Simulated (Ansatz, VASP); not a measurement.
Au: VASP beside Ansatz

The input INCAR:

```
SYSTEM = Au
  PREC = Accurate
  ENCUT = 520
  EDIFF = 1E-6
  ISMEAR = 0
  SIGMA = 0.15
  LREAL = .FALSE.
  LASPH = .TRUE.
  NELM = 100
  ALGO = Normal
  ISIF = 2
  LWAVE = .FALSE.
  LCHARG = .FALSE.
  GGA = PE
  NBANDS = 12
```

KPOINTS

```
regular mesh
0
G
  20 20 20
  0 0 0
```

POSCAR

```
Au
1.0
    0.0000000000      2.0148175000      2.1068650000
    2.0148175000      0.0000000000      2.1068650000
    2.0148175000      2.0148175000      0.0000000000
Au
1
Direct
    0.0000000000      0.0000000000      0.0000000000
```

Input for Ansatz:

```yaml
crystal:
  lattice:
    - [0.0, 2.0148175, 2.106865]
    - [2.0148175, 0.0, 2.106865]
    - [2.0148175, 2.0148175, 0.0]
  atoms:
    - { symbol: Au, position: [0.0, 0.0, 0.0] }
basis:
  ecutwfc: 420
kpoints:
  mp_grid: { grid: [20, 20, 20] }
hamiltonian:
  xc: pbe
scf:
  occupations: { method: gaussian, width: 0.15 }
output:
  forces: true
  stress: true
  eigenvalues: true
```

Change from the starting cell: strain -0.015 along x and y, +0.030 along z, atoms carried along.

Alike in both runs: task single point; functional PBE; k mesh 20 × 20 × 20; occupations gaussian, width 0.15 eV; no spin polarisation.

|  | VASP | Ansatz |
| --- | --- | --- |
| version | VASP 6.6.1 | Ansatz 0.2.0 |
| potentials or method | VASP PAW PBE potentials, release 64 (Au), cutoff 520 eV | scalar-relativistic, plane waves, PAW |
| valence electrons in the cell | 11 | 19 |

|  | VASP | Ansatz | Ansatz less VASP |
| --- | --- | --- | --- |
| gap on the k mesh at the Fermi level (eV) | none | none | - |
| pressure (GPa) | 7.8 | 8.1 | +0.30 |
| traceless stress, the component that is largest in VASP (GPa) | -1.13 | -1.13 | +0.005 |

A gap of «none» marks a metal or a gap that the smearing closes. With one functional, cell and mesh, what is left measures potentials, basis and numerics. VASP's potentials hold 11 valence electrons a cell and Ansatz's 19, so a difference there can come from the potentials and not from the codes.

Neither program's run includes spin-orbit coupling.
